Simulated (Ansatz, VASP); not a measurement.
## Two plane-wave programs on CaO

```
Ca O
1.0
     0.00000    2.47770    2.60673
     2.47770    0.00000    2.60673
     2.47770    2.47770    0.00000
Ca O
1 1
Direct
  0.00000 0.00000 0.00000
  0.25000 0.25000 0.25000
```

Change from the starting cell: biaxial_xy strain -5.0%.

Alike in both runs: task single point; functional r2SCAN; k mesh 8 × 8 × 8; no spin polarisation.

|  | VASP | Ansatz |
| --- | --- | --- |
| version | VASP 6.6.1 | Ansatz 0.2.0 |
| potentials or method | VASP PAW PBE potentials, release 64 (Ca_sv, O) | plane waves, PAW |
| plane-wave cutoff (eV) | 520 | 500 |
| occupations | gaussian, width 0.01 eV | fixed |
| valence electrons in the cell | 16 | 16 |

```csv
,VASP,Ansatz,Ansatz less VASP
gap on the k mesh at the Fermi level (eV),4.04,4.08,+0.031
pressure (GPa),11.4,10.1,-1.29
"traceless stress, the component that is largest in VASP (GPa)",-0.12,-0.20,-0.086
```

VASP's potentials were made for PBE, not for r2SCAN.
